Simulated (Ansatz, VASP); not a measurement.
# TaF3: VASP beside Ansatz

The input INCAR:

```
PREC = Accurate ; ENCUT = 600
EDIFF = 1E-6 ; ISMEAR = -1
SIGMA = 0.05 ; LREAL = F
LASPH = T ; NELM = 150
ALGO = Normal ; ISIF = 3
LWAVE = F ; LCHARG = F
LMAXMIX = 4 ; LDAU = T
LDAUTYPE = 2 ; LDAUL = 2 -1
LDAUU = 5 0 ; LDAUJ = 0 0
LDAUPRINT = 1 ; GGA = PE
IBRION = 2 ; NSW = 60
EDIFFG = -0.01
```

File KPOINTS:

```
regular mesh
0
Gamma
  7 7 7
```

File POSCAR:

```
TaF3
1.0
    3.9012000000      0.0000000000      0.0000000000
    0.0000000000      3.9012000000      0.0000000000
    0.0000000000      0.0000000000      3.9012000000
Ta F
1 3
Direct
    0.0000000000      0.0000000000      0.0000000000
    0.0000000000      0.0000000000      0.5000000000
    0.0000000000      0.5000000000      0.0000000000
    0.5000000000      0.0000000000      0.0000000000
```

input.yaml

```yaml
crystal:
  lattice:
    - [3.9012, 0.0, 0.0]
    - [0.0, 3.9012, 0.0]
    - [0.0, 0.0, 3.9012]
  atoms:
    - { symbol: Ta, position: [0.0, 0.0, 0.0] }
    - { symbol: F, position: [0.0, 0.0, 0.5] }
    - { symbol: F, position: [0.0, 0.5, 0.0] }
    - { symbol: F, position: [0.5, 0.0, 0.0] }
hamiltonian:
  xc: pbe
  pseudopotentials: { kind: paw }
  hubbard: { sites: [{ species: Ta, l: d, u_eff: 5.0 }] }
kpoints:
  mp_grid: { grid: [7, 7, 7] }
scf:
  occupations: { method: fermi_dirac, width: 0.05 }
output:
  forces: true
  stress: true
  eigenvalues: true
relax:
  f_tol: 0.01
  max_steps: 40
  cell: { stress_tol: 0.05 }
```

Alike in both runs: task relaxation of cell and atoms; functional PBE; k mesh 7 × 7 × 7; occupations fermi-dirac, width 0.05 eV; no spin polarisation; Hubbard terms Ta d U = 5.0 eV.

|  | VASP | Ansatz |
| --- | --- | --- |
| version | VASP 6.6.1 | Ansatz 0.2.0 |
| potentials or method | VASP PAW PBE potentials, release 64 (Ta_pv, F) | Ansatz PAW |
| plane-wave cutoff (eV) | 600 | 420 |
| valence electrons in the cell | 32 | 34 |

Ansatz gave:

```
gap on the k mesh at the Fermi level, each at its own relaxed structure (eV) : none
relaxed volume (Å³/atom)                                                     : 17.94
relaxed cell length with the largest relative difference (Å)                 : 4.156
```

Question: Estimate VASP's values.

Answer: gap on the k mesh at the Fermi level, each at its own relaxed structure (eV): none; relaxed volume (Å³/atom): 18.30; relaxed cell length with the largest relative difference (Å): 4.183.

The programs project onto different local orbitals, so the same U acts differently, and such runs can settle in different states. A gap of «none» marks a metal or a gap that the smearing closes. VASP's potentials hold 32 valence electrons a cell and Ansatz's 34, so a difference there can come from the potentials and not from the codes.

Spin-orbit coupling is off throughout. Noted on VASP's run: the volume moved by over 15 % at a fixed basis, so the end points are rough. Noted on Ansatz's run: the volume moved by over 15 % at a fixed basis, so the end points are rough; the plane-wave basis is chosen anew once the cell has moved, so the energies of steps on either side of that aren't comparable.
